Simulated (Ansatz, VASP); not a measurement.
AgRh in VASP and in Ansatz

The input INCAR:

```
SYSTEM = AgRh
PREC = Accurate
ENCUT = 520
EDIFF = 1E-6
ISMEAR = -1
SIGMA = 0.05
LREAL = .False.
LASPH = .True.
NELM = 60
ALGO = Normal
ISIF = 2
LWAVE = .False.
LCHARG = .True.
LELF = .True.
LVHAR = .True.
NBANDS = 20
```

File KPOINTS:

```
regular mesh
0
Gamma
  11 11 6
  0 0 0
```

File POSCAR:

```
AgRh
1.0
    2.7400486223      0.0000000000      0.0000000000
   -1.3700243112      2.3729517146      0.0000000000
    0.0000000000      0.0000000000      4.7436129252
Ag Rh
1 1
Direct
    0.0000000000      0.0000000000      0.5000000000
    0.6666666667      0.3333333333      0.0000000000
```

The input input.yaml:

```yaml
crystal:
  lattice:
    - [2.7400486223, 0.0, 0.0]
    - [-1.3700243112, 2.3729517146, 0.0]
    - [0.0, 0.0, 4.7436129252]
  atoms:
    - { symbol: Ag, position: [0.0, 0.0, 0.5] }
    - { symbol: Rh, position: [0.6666666667, 0.3333333333, 0.0] }
hamiltonian:
  xc: lda
  pseudopotentials: { kind: paw }
kpoints:
  mp_grid: { grid: [11, 11, 6] }
scf:
  occupations: { method: fermi_dirac, width: 0.05 }
output:
  forces: true
  stress: true
  eigenvalues: true
```

Alike in both runs: task single point; functional LDA; k mesh 11 × 11 × 6; occupations fermi-dirac, width 0.05 eV; no spin polarisation.

|  | VASP | Ansatz |
| --- | --- | --- |
| version | VASP 6.6.1 | Ansatz 0.2.0 |
| potentials or method | VASP PAW LDA potentials, release 64 (Ag, Rh_pv) | Ansatz PAW |
| plane-wave cutoff (eV) | 520 | 420 |
| valence electrons in the cell | 26 | 36 |

Ansatz gave:

| Property | Result |
| --- | --- |
| gap on the k mesh at the Fermi level (eV) | none |
| pressure (GPa) | -9.9 |
| traceless stress, the component that is largest in VASP (GPa) | -0.43 |

Task: Which values does VASP return?

Result: gap on the k mesh at the Fermi level (eV): none; pressure (GPa): -9.6; traceless stress, the component that is largest in VASP (GPa): -0.46.

LDA's correlation is that of Perdew and Zunger in VASP and of Perdew and Wang (1992) in Ansatz. A gap of «none» marks a metal or a gap that the smearing closes. VASP's potentials hold 26 valence electrons a cell and Ansatz's 36, so a difference there can come from the potentials and not from the codes.
